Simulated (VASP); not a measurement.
# Ni (Fd-3m) in VASP: notebook

Ni is run at these levels: PBE; tasks: single point.

Program: VASP 6.6.1. These are calculated values, not measurements. Logs are shortened: lines on timing, memory, paths and dates and some standing lists are left out, and cuts for length are marked.

**1. The cell of the first run**

Symmetry: Fd-3m, No. 227, cubic system. Conventional cell: a = 4.533 Å, b = 4.533 Å, c = 4.533 Å, α = 90.00°, β = 90.00°, γ = 90.00°. Within 2.6 Å of Ni (site symmetry -43m) lie 4 Ni at 1.96 Å.

This isn't the form of Ni at room conditions, which is fcc.

**2. Single point, PBE, collinear spin, ferromagnetic start (11.64 Å³/atom)**

INCAR

```
PREC = Accurate ; ENCUT = 520
EDIFF = 1E-7 ; ISMEAR = -1
SIGMA = 0.1 ; LREAL = False
LASPH = True ; NELM = 150
ALGO = Normal ; ISIF = 2
LWAVE = False ; LCHARG = False
ISPIN = 2 ; MAGMOM = 1 1
LORBIT = 11 ; LMAXMIX = 4
GGA = PE ; NBANDS = 21
```

KPOINTS

```
regular mesh
0
Gamma
  14 14 14
```

POSCAR

```
Ni
1.0
    0.0000000000      2.2664817555      2.2664817555
    2.2664817555      0.0000000000      2.2664817555
    2.2664817555      2.2664817555      0.0000000000
Ni
2
Direct
   -0.1250000000     -0.1250000000     -0.1250000000
    0.1250000000      0.1250000000      0.1250000000
```

Potentials or basis: VASP PAW PBE potentials, release 64 (Ni).

The run is started by

```bash
> cat potpaw_PBE.64/Ni/POTCAR > POTCAR
> mpirun -np 1 vasp_std > vasp.out
```

OUTCAR:

```text
PREC = Accurate
   ENCUT = 520
   EDIFF = 1E-7
   ISMEAR = -1
   LREAL = False
   LASPH = True
   NELM = 150
   ISIF = 2
   ISPIN = 2
   LORBIT = 11
   GGA = PE

 ion  position               nearest neighbor table
   1  0.875  0.875  0.875-   2 1.96   2 1.96   2 1.96   2 1.96
   2  0.125  0.125  0.125-   1 1.96   1 1.96   1 1.96   1 1.96

  LATTYP: Found a face centered cubic cell.
 ALAT       =     4.5329635110

  Lattice vectors:

 A1 = (   0.0000000000,   2.2664817555,   2.2664817555)
 A2 = (   2.2664817555,   0.0000000000,   2.2664817555)
 A3 = (   2.2664817555,   2.2664817555,   0.0000000000)

Analysis of symmetry for initial positions (statically):
=====================================================================
 Subroutine PRICEL returns:
 Original cell was already a primitive cell.

 Routine SETGRP: Setting up the symmetry group for a
 face centered cubic supercell.

 Subroutine GETGRP returns: Found 48 space group operations
 (whereof 12 operations were pure point group operations)
 out of a pool of 48 trial point group operations.

The static configuration has the point symmetry D_3d.
 The point group associated with its full space group is O_h .

Analysis of symmetry for dynamics (positions and initial velocities):
=====================================================================
 Subroutine PRICEL returns:
 Original cell was already a primitive cell.

 Routine SETGRP: Setting up the symmetry group for a
 face centered cubic supercell.

 Subroutine GETGRP returns: Found 48 space group operations
 (whereof 12 operations were pure point group operations)
 out of a pool of 48 trial point group operations.

The dynamic configuration has the point symmetry D_3d.
 The point group associated with its full space group is O_h .

Analysis of structural, dynamic, and magnetic symmetry:
=====================================================================
 Subroutine PRICEL returns:
 Original cell was already a primitive cell.

 Routine SETGRP: Setting up the symmetry group for a
 face centered cubic supercell.

 Subroutine GETGRP returns: Found 48 space group operations
 (whereof 12 operations were pure point group operations)
 out of a pool of 48 trial point group operations.

The overall configuration has the point symmetry D_3d.
 The point group associated with its full space group is O_h .

 Subroutine INISYM returns: Found 48 space group operations
 (whereof 12 operations are pure point group operations),
 and found     1 'primitive' translations

----------------------------------------------------------------------------------------

                                     Primitive cell

  volume of cell :      23.2856

  direct lattice vectors                    reciprocal lattice vectors
     0.000000000  2.266481756  2.266481756    -0.220606232  0.220606232  0.220606232
     2.266481756  0.000000000  2.266481756     0.220606232 -0.220606232  0.220606232
     2.266481756  2.266481756  0.000000000     0.220606232  0.220606232 -0.220606232

  length of vectors
     3.205289237  3.205289237  3.205289237     0.382101202  0.382101202  0.382101202

  position of ions in fractional coordinates (direct lattice)
     0.875000000  0.875000000  0.875000000
     0.125000000  0.125000000  0.125000000

  ion indices of the primitive-cell ions
   primitive index   ion index
                 1           1
                 2           2

----------------------------------------------------------------------------------------

 KPOINTS: regular mesh

Automatic generation of k-mesh.
 Grid dimensions read from file:
 generate k-points for:   14   14   14

 Generating k-lattice:

  Cartesian coordinates                     Fractional coordinates (reciprocal lattice)
    -0.015757588  0.015757588  0.015757588     0.071428571  0.000000000  0.000000000
     0.015757588 -0.015757588  0.015757588     0.000000000  0.071428571  0.000000000
     0.015757588  0.015757588 -0.015757588     0.000000000  0.000000000  0.071428571

  Length of vectors
     0.027292943  0.027292943  0.027292943

  Shift w.r.t. Gamma in fractional coordinates (k-lattice)
     0.000000000  0.000000000  0.000000000

 Subroutine IBZKPT returns following result:
 ===========================================

 Found    104 irreducible k-points:

 Following reciprocal coordinates:
            Coordinates               Weight
  0.000000  0.000000  0.000000      1.000000
  0.071429  0.000000  0.000000      8.000000
  0.142857  0.000000  0.000000      8.000000
  0.214286  0.000000  0.000000      8.000000
  0.285714  0.000000  0.000000      8.000000
  0.357143  0.000000  0.000000      8.000000
[... 16 lines left out ...]
  0.214286  0.142857  0.000000     24.000000
  0.285714  0.142857  0.000000     24.000000
 [... further k-points ...]
   k-points           NKPTS =    104   k-points in BZ     NKDIM =    104   number of bands    NBANDS=     21
   number of dos      NEDOS =    301   number of ions     NIONS =      2
   total plane-waves  NPLWV =  13824
   dimension x,y,z NGX =    24 NGY =   24 NGZ =   24
   dimension x,y,z NGXF=    48 NGYF=   48 NGZF=   48
   ions per type =               2
   NGX,Y,Z   is equivalent  to a cutoff of  12.45, 12.45, 12.45 a.u.
   NGXF,Y,Z  is equivalent  to a cutoff of  24.90, 24.90, 24.90 a.u.
 SYSTEM =  unknown system
   PREC   = accura    normal or accurate (medium, high low for compatibility)
   ISTART =      0    job   : 0-new  1-cont  2-samecut
   ICHARG =      2    charge: 1-file 2-atom 10-const
   ISPIN  =      2    spin polarized calculation?
   LNONCOLLINEAR =      F non collinear calculations
   LSORBIT =      F    spin-orbit coupling
   LASPH  =      T    aspherical Exc in radial PAW
   ENCUT  =  520.0 eV  38.22 Ry    6.18 a.u.   5.96  5.96  5.96*2*pi/ulx,y,z
   NELM   =    150;   NELMIN=  2; NELMDL= -5     # of ELM steps
   EDIFF  = 0.1E-06   stopping-criterion for ELM
   LREAL  =      F    real-space projection
   EDIFFG = 0.1E-05   stopping-criterion for IOM
   NSW    =      0    number of steps for IOM
   IBRION =     -1    ionic relax: 0-MD 1-quasi-New 2-CG
   NFREE  =      0    steps in history (QN), initial steepest desc. (CG)
   ISIF   =      2    stress and relaxation
   ISYM   =      2    0-nonsym 1-usesym 2-fastsym
   POTIM  = 0.5000    time-step for ionic-motion
   TEBEG  =    0.0;   TEEND  =   0.0 temperature during run
   PSTRESS=    0.0 pullay stress
   NELECT =      20.0000    total number of electrons
   NUPDOWN=      -1.0000    fix difference up-down
   EMIN   =  10.00;   EMAX   =-10.00  energy-range for DOS
   EFERMI =   0.00;   METHOD = LEGACY
   ISMEAR =    -1;   SIGMA  =   0.10  broadening in eV -4-tet -1-fermi 0-gaus
   EFERMI_NEDOS =   21; number of points for ismear=-14 and -15
   IALGO  =     38    algorithm
   IMIX   =      4    mixing-type and parameters
     AMIX     =   0.40;   BMIX     =  1.00
     AMIX_MAG =   1.60;   BMIX_MAG =  1.00
  volume/ion in A,a.u.               =      11.64        78.57
  Fermi-wavevector in a.u.,A,eV,Ry     =   1.556166  2.940727 32.948586  2.421653
  Thomas-Fermi vector in A             =   2.660001
   LORBIT       =     11    0 simple, 1 ext, 2 COOP (PROOUT), +10 PAW based schemes
   GGA     = PE    functional components
   LHFCALC =     F    Hartree Fock is set to
   AEXX    =    0.0000 exact exchange contribution
   IVDW    =     0    specifies the selected vdW correction
   LEPSILON=     F    determine dielectric tensor
   LRPA    =     F    only Hartree local field effects (RPA)
 spin polarized calculation
  energy-cutoff  :      520.00
  volume of cell :       23.29
 maximum number of plane-waves:       637
   NGX = 11   NGY = 11   NGZ = 11

 number of electron      19.9999991 magnetization       1.5015687

 Free energy of the ion-electron system (eV)
  ---------------------------------------------------
  ext. energy  EPLUGINS =         0.00000000
  ---------------------------------------------------
  free energy    TOTEN  =        -7.00689982 eV

  energy without entropy =       -6.92926017  energy(sigma->0) =       -6.96807999

 E-fermi :   8.8437     XC(G=0): -12.5605

 val. band max:        8.8392369402   @ k =  -0.2857   0.2857   0.0000
 cond. band min:       8.8441130299   @ k =  -0.4286   0.3571   0.1429
 fundamental gap:      0.0048760897
 Fermi energy:         8.8437353078

 spin component 1

 k-point     1 :       0.0000    0.0000    0.0000
  band No.  band energies     occupation
      1       0.2231      1.00000
      2       4.1669      1.00000
      3       4.1669      1.00000
      4       4.4473      1.00000
      5       4.4473      1.00000
      6       4.4473      1.00000
[... 13 lines left out ...]
     20      29.0926      0.00000
     21      29.0926      0.00000

 k-point     2 :       0.0714    0.0000    0.0000
  band No.  band energies     occupation
      1       0.3432      1.00000
      2       4.0967      1.00000
      3       4.0967      1.00000
      4       4.4538      1.00000
      5       4.5463      1.00000
      6       4.5463      1.00000
[... 13 lines left out ...]
     20      28.4986      0.00000
     21      28.4986      0.00000

 k-point     3 :       0.1429    0.0000    0.0000
  band No.  band energies     occupation
      1       0.6968      1.00000
      2       4.0064      1.00000
      3       4.0064      1.00000
      4       4.4790      1.00000
      5       4.7070      1.00000
      6       4.7070      1.00000
[... 13 lines left out ...]
     20      27.4407      0.00000
     21      29.8837      0.00000
[... 457 lines left out ...]
 k-point    23 :       0.2143    0.1429    0.0000
  band No.  band energies     occupation
      1       1.2759      1.00000
      2       3.6261      1.00000
      3       4.3766      1.00000
      4       4.4991      1.00000
      5       4.5902      1.00000
      6       5.1016      1.00000
[... 13 lines left out ...]
     20      30.2107      0.00000
     21      31.6504      0.00000

 k-point    24 :       0.2857    0.1429    0.0000
  band No.  band energies     occupation
      1       1.8815      1.00000
      2       3.5859      1.00000
      3       4.3804      1.00000
      4       4.5344      1.00000
      5       4.6651      1.00000
      6       5.2052      1.00000
[... 13 lines left out ...]
     20      31.4824      0.00000
     21      33.2917      0.00000

 [... further k-points ...]

 spin component 2

 k-point     1 :       0.0000    0.0000    0.0000
  band No.  band energies     occupation
      1       0.2560      1.00000
      2       4.8657      1.00000
      3       4.8657      1.00000
      4       5.1394      1.00000
      5       5.1394      1.00000
      6       5.1394      1.00000
[... 13 lines left out ...]
     20      29.1586      0.00000
     21      29.1586      0.00000

 k-point     2 :       0.0714    0.0000    0.0000
  band No.  band energies     occupation
      1       0.3763      1.00000
      2       4.7883      1.00000
      3       4.7883      1.00000
      4       5.1463      1.00000
      5       5.2475      1.00000
      6       5.2475      1.00000
[... 13 lines left out ...]
     20      28.5821      0.00000
     21      28.5821      0.00000

 k-point     3 :       0.1429    0.0000    0.0000
  band No.  band energies     occupation
      1       0.7314      1.00000
      2       4.6915      1.00000
      3       4.6915      1.00000
      4       5.1729      1.00000
      5       5.4196      1.00000
      6       5.4196      1.00000
[... 13 lines left out ...]
     20      27.5206      0.00000
     21      30.0206      0.00000
[... 457 lines left out ...]
 k-point    23 :       0.2143    0.1429    0.0000
  band No.  band energies     occupation
      1       1.3135      1.00000
      2       4.2819      1.00000
      3       5.0824      1.00000
      4       5.2088      1.00000
      5       5.3086      1.00000
      6       5.8156      1.00000
[... 13 lines left out ...]
     20      30.4179      0.00000
     21      31.7447      0.00000

 k-point    24 :       0.2857    0.1429    0.0000
  band No.  band energies     occupation
      1       1.9313      1.00000
      2       4.2366      1.00000
      3       5.0873      1.00000
      4       5.2413      1.00000
      5       5.3877      1.00000
      6       5.9192      1.00000
[... 13 lines left out ...]
     20      31.6066      0.00000
     21      33.3983      0.00000

 [... further k-points ...]

------------------------ aborting loop because EDIFF is reached ----------------------------------------

  FORCE on cell =-STRESS in cart. coord.  units (eV):
  Direction    XX          YY          ZZ          XY          YZ          ZX
  --------------------------------------------------------------------------------------
  -------------------------------------------------------------------------------------
  Total       10.4047280     10.4047280     10.4047280     -0.0000000      0.0000000     -0.0000000
  in kB      715.9037440    715.9037440    715.9037440     -0.0000000      0.0000000     -0.0000000
  external PRESSURE =     715.9037440 kB  Pullay stress =       0.0000000 kB

 VOLUME and BASIS-vectors are now :
 -----------------------------------------------------------------------------
  energy-cutoff  :      520.00
  volume of cell :       23.29
      direct lattice vectors                 reciprocal lattice vectors
     0.000000000  2.266481756  2.266481756    -0.220606232  0.220606232  0.220606232
     2.266481756  0.000000000  2.266481756     0.220606232 -0.220606232  0.220606232
     2.266481756  2.266481756  0.000000000     0.220606232  0.220606232 -0.220606232

 POSITION                                       TOTAL-FORCE (eV/Angst)
 -----------------------------------------------------------------------------------
      3.96634      3.96634      3.96634        -0.000000     -0.000000     -0.000000
      0.56662      0.56662      0.56662         0.000000      0.000000      0.000000
 -----------------------------------------------------------------------------------
    total drift:                                0.000000      0.000000      0.000000

  FREE ENERGIE OF THE ION-ELECTRON SYSTEM (eV)
  ---------------------------------------------------
  free  energy   TOTEN  =        -7.0068998207 eV

  energy  without entropy=       -6.9292601659  energy(sigma->0) =       -6.96807999

 total charge

# of ion       s       p       d       tot
------------------------------------------
    1        0.675   0.600   8.536   9.810
    2        0.675   0.600   8.536   9.810
--------------------------------------------------
tot          1.349   1.199  17.072  19.621

 magnetization (x)

# of ion       s       p       d       tot
------------------------------------------
    1       -0.014  -0.012   0.753   0.727
    2       -0.014  -0.012   0.753   0.727
--------------------------------------------------
tot         -0.029  -0.024   1.506   1.454
```

Wall time 31 s (1 thread of Intel Xeon 6975P-C (Granite Rapids), shared host); peak memory 0.19 GiB.

What came out:

* Free energy: -7.0069 eV
* Pressure: 71.6 GPa
* Net moment: 1.50 μB per cell
* Site moments: Ni +0.73 μB
* Valence electrons inside the program's atomic spheres: Ni 9.81

Caveat: the cell stands under pressure.

**3. Single point, PBE, collinear spin, ferromagnetic start (13.31 Å³/atom)**

This run uses another cell than the first one, of 13.31 Å³/atom.

INCAR

```
ALGO     = Normal         # electronic algorithm
EDIFF    = 1E-7           # SCF threshold, eV
ENCUT    = 520            # plane-wave cutoff, eV
GGA      = PE             # functional
ISIF     = 2              # what is computed and relaxed
ISMEAR   = -1             # smearing method
ISPIN    = 2              # spin polarisation
LASPH    = T              # aspherical terms in the spheres
LCHARG   = F              # write CHGCAR
LMAXMIX  = 4              # l up to which the mixer works
LORBIT   = 11             # projections on sites
LREAL    = F              # projectors in reciprocal space
LWAVE    = F              # write WAVECAR
MAGMOM   = 1 1            # initial moments
NBANDS   = 21             # bands
NELM     = 150            # most SCF steps
PREC     = Accurate       # precision mode
SIGMA    = 0.1            # smearing width, eV
```

KPOINTS

```
k-points
0
Gamma
  14 14 14
```

POSCAR

```
Ni
1.0
    0.0000000000      2.3696427513      2.3696427513
    2.3696427513      0.0000000000      2.3696427513
    2.3696427513      2.3696427513      0.0000000000
Ni
2
Direct
   -0.1250000000     -0.1250000000     -0.1250000000
    0.1250000000      0.1250000000      0.1250000000
```

Potentials or basis: VASP PAW PBE potentials, release 64 (Ni).

The run is started by

```bash
> cat potpaw_PBE.64/Ni/POTCAR > POTCAR
> mpirun -np 1 vasp_std > vasp.out
```

OUTCAR:

```text
EDIFF = 1E-7
   ENCUT = 520
   GGA = PE
   ISIF = 2
   ISMEAR = -1
   ISPIN = 2
   LASPH = T
   LORBIT = 11
   LREAL = F
   NELM = 150
   PREC = Accurate

 ion  position               nearest neighbor table
   1  0.875  0.875  0.875-   2 2.05   2 2.05   2 2.05   2 2.05
   2  0.125  0.125  0.125-   1 2.05   1 2.05   1 2.05   1 2.05

  LATTYP: Found a face centered cubic cell.
 ALAT       =     4.7392855026

  Lattice vectors:

 A1 = (   0.0000000000,   2.3696427513,   2.3696427513)
 A2 = (   2.3696427513,   0.0000000000,   2.3696427513)
 A3 = (   2.3696427513,   2.3696427513,   0.0000000000)
[... 1368 lines left out ...]

 VOLUME and BASIS-vectors are now :
 -----------------------------------------------------------------------------
  energy-cutoff  :      520.00
  volume of cell :       26.61
      direct lattice vectors                 reciprocal lattice vectors
     0.000000000  2.369642751  2.369642751    -0.211002270  0.211002270  0.211002270
     2.369642751  0.000000000  2.369642751     0.211002270 -0.211002270  0.211002270
     2.369642751  2.369642751  0.000000000     0.211002270  0.211002270 -0.211002270

 POSITION                                       TOTAL-FORCE (eV/Angst)
 -----------------------------------------------------------------------------------
      4.14687      4.14687      4.14687        -0.000000     -0.000000     -0.000000
      0.59241      0.59241      0.59241         0.000000      0.000000      0.000000
 -----------------------------------------------------------------------------------
    total drift:                                0.000000      0.000000     -0.000000

  FREE ENERGIE OF THE ION-ELECTRON SYSTEM (eV)
  ---------------------------------------------------
  free  energy   TOTEN  =        -8.0531566156 eV

  energy  without entropy=       -7.9651005740  energy(sigma->0) =       -8.00912859

 total charge

# of ion       s       p       d       tot
------------------------------------------
    1        0.619   0.489   8.437   9.545
    2        0.619   0.489   8.437   9.545
--------------------------------------------------
tot          1.238   0.979  16.874  19.091

 magnetization (x)

# of ion       s       p       d       tot
------------------------------------------
    1       -0.014  -0.014   0.780   0.752
    2       -0.014  -0.014   0.780   0.752
--------------------------------------------------
tot         -0.028  -0.027   1.559   1.503
```

It took 59 s on 1 thread of Intel Xeon 6975P-C (Granite Rapids), shared host; peak memory 0.22 GiB.

What came out:

```
Free energy                                           : -8.0532 eV
Pressure                                              : 33.1 GPa
Net moment                                            : 1.53 μB per cell
Site moments                                          : Ni +0.75 μB
Valence electrons inside the program's atomic spheres : Ni 9.54
```

Levels at points of the mesh, in eV from the Fermi level:
Spin up:
| k point | band 9 | band 10 | band 11 | band 12 | band 13 | band 14 |
| --- | --- | --- | --- | --- | --- | --- |
| (0.00, 0.00, 0.00) | -2.00 | -0.69 | -0.69 | 13.76 | 13.76 | 13.76 |
| (0.50, 0.00, 0.00) | -1.54 | -0.89 | -0.89 | 0.73 | 9.99 | 9.99 |
| (0.50, 0.50, 0.00) | -0.72 | -0.72 | 1.26 | 1.26 | 4.89 | 4.89 |
Spin down:
| k point | band 6 | band 7 | band 8 | band 9 | band 10 | band 11 | band 12 | band 13 |
| --- | --- | --- | --- | --- | --- | --- | --- | --- |
| (0.00, 0.00, 0.00) | -3.14 | -1.21 | -1.21 | -1.21 | 0.21 | 0.21 | 13.93 | 13.93 |
| (0.50, 0.00, 0.00) | -3.12 | -1.93 | -0.72 | -0.72 | 0.00 | 0.00 | 1.42 | 10.14 |
| (0.50, 0.50, 0.00) | -2.34 | -1.49 | -1.49 | 0.18 | 0.18 | 1.78 | 1.78 | 4.92 |

Caveat: the cell stands under pressure.
